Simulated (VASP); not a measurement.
The system is BaTe.

```
CELL_PARAMETERS angstrom
0.00000 3.47940 3.47940
3.47940 0.00000 3.47940
3.47940 3.47940 0.00000
ATOMIC_POSITIONS crystal
Ba 0.00000 0.00000 0.00000
Te 0.50000 0.50000 0.50000
```

This cell differs from its parent crystal: strain -1.5%.

Base run:

* Program: VASP 6.6.1
* Functional: r2SCAN
* Potentials or basis: VASP PAW PBE potentials, release 64 (Ba_sv, Te)
* Cutoff: 520 eV
* k mesh: 6 × 6 × 6
* Occupations: gaussian, width 0.01 eV
* Spin: no spin polarisation

Its results: band gap on the k mesh 1.83 eV (least direct gap 2.22 eV); pressure 1.9 GPa.

The run is repeated on the same cell with these changes: functional from r2SCAN to PBE; k mesh from 6 × 6 × 6 to 4 × 4 × 4. What comes out?

Band gap on the k mesh 1.47 eV (least direct gap 1.86 eV); pressure 1.9 GPa.

Several settings changed at once.

Caveats: spin-orbit coupling is left out, which moves the levels of the heavy elements; the PAW data sets were made with another functional, which shifts forces and pressure a little (at least some runs).

A k mesh can miss the band edges.
